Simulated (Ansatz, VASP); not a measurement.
**One calculation of Si, two programs**

```
CELL_PARAMETERS angstrom
0.00000 2.65992 2.65992
2.65992 0.00000 2.65992
2.65992 2.65992 0.00000
ATOMIC_POSITIONS crystal
Si 0.00000 0.00000 0.00000
Si 0.25000 0.25000 0.25000
```

Change from the starting cell: volume scaled by 0.94, ions relaxed.

Alike in both runs: functional PBE; k mesh 14 × 14 × 14; occupations fermi-dirac, width 0.02 eV; no spin polarisation.

Ansatz relaxed the structure, and its values are those at the end. VASP's run is a single point on that final structure, the one shown.

```csv
,VASP,Ansatz
version,VASP 6.6.1,Ansatz 0.2.0
potentials or method,"VASP PAW PBE potentials, release 64 (Si)","plane-wave PAW, scalar-relativistic"
plane-wave cutoff (eV),500,420
valence electrons in the cell,8,8
```

Ansatz gave:

```
pressure (GPa) : 8.9
```

Problem. Which values does VASP return?

Solution. Pressure (GPa): 8.8.

Ansatz's warnings: stress scf threshold loose.
